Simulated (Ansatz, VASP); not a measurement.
LiF in VASP and in Ansatz

POSCAR

```
LiF
1.0
    0.0000000000      1.9815104477      2.0805859701
    1.9815104477      0.0000000000      2.0805859701
    1.9815104477      1.9815104477      0.0000000000
Li F
1 1
Direct
    0.0000000000      0.0000000000      0.0000000000
    0.5000000000      0.5000000000      0.5000000000
```

INCAR.step1

```
  PREC = Accurate
  ENCUT = 520
  ISMEAR = 0
  SIGMA = 0.05
  LREAL = F
  LASPH = T
  NELM = 100
  NBANDS = 12
  GGA = PE
  ALGO = Normal
  EDIFF = 1E-4
  LWAVE = T
  LCHARG = F
```

INCAR.step2

```
  PREC = Accurate
  ENCUT = 520
  EDIFF = 1E-6
  ISMEAR = 0
  SIGMA = 0.05
  LREAL = F
  LASPH = T
  NELM = 100
  ALGO = Normal
  ISIF = 2
  LWAVE = F
  LCHARG = T
  METAGGA = R2SCAN
  LMIXTAU = T
  LELF = T
  LVHAR = T
  NBANDS = 12
  ISTART = 1
```

File KPOINTS:

```
regular mesh
0
Gamma
  12 12 12
```

Input for Ansatz:

```yaml
crystal:
  lattice:
    - [0.0, 1.9815104477, 2.0805859701]
    - [1.9815104477, 0.0, 2.0805859701]
    - [1.9815104477, 1.9815104477, 0.0]
  atoms:
    - { symbol: Li, position: [0.0, 0.0, 0.0] }
    - { symbol: F, position: [0.5, 0.5, 0.5] }
basis:
  ecutwfc: 500
kpoints:
  mp_grid: { grid: [12, 12, 12] }
hamiltonian:
  xc: r2scan
scf:
  occupations: { method: gaussian, width: 0.05 }
output:
  forces: true
  stress: true
  eigenvalues: true
```

Alike in both runs: task single point; functional r2SCAN; k mesh 12 × 12 × 12; occupations gaussian, width 0.05 eV; no spin polarisation.

```csv
,VASP,Ansatz
version,VASP 6.6.1,Ansatz 0.2.0
potentials or method,"VASP PAW PBE potentials, release 64 (Li_sv, F), cutoff 520 eV","scalar-relativistic, plane waves, PAW"
valence electrons in the cell,10,10
```

Ansatz gave:

```
gap on the k mesh at the Fermi level (eV) : 9.99
least direct gap on the mesh (eV)         : 9.99
```

Which values does VASP return?

gap on the k mesh at the Fermi level (eV): 10.19; least direct gap on the mesh (eV): 10.19.

VASP's potentials were made for PBE, not for r2SCAN.

Noted on VASP's run: the cutoff is short for stress, so the pressure is rough.
